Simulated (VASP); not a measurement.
Co:

```xyz
2
Lattice="2.4715 0.0000 0.0000 -1.2358 2.1404 0.0000 0.0000 0.0000 4.0271" Properties=species:S:1:pos:R:3 pbc="T T T"
Co    0.0000    1.4269    1.0068
Co    1.2358    0.7135    3.0203
```

Base run:

- Program: VASP 6.6.1
- Functional: r2SCAN
- Potentials or basis: VASP PAW PBE potentials, release 64 (Co)
- Cutoff: 520 eV
- k mesh: 15 × 15 × 8
- Occupations: methfessel-paxton, width 0.3 eV
- Spin: collinear spin, ferromagnetic start
- Starting moments: [1.891, 1.891] μB

Its results: pressure -1.4 GPa; net moment 3.42 μB per cell; site moments Co +1.77 μB.

Question: The run is repeated on the same cell with these changes: occupations from methfessel-paxton, width 0.3 eV to methfessel-paxton, width 0.01 eV. What comes out?

Answer: Pressure -1.9 GPa; net moment 3.37 μB per cell; site moments Co +1.75 μB.

Caveats: the PAW data sets were made with another functional, which shifts forces and pressure a little; so wide a smearing shifts energies and pressures (at least some runs).
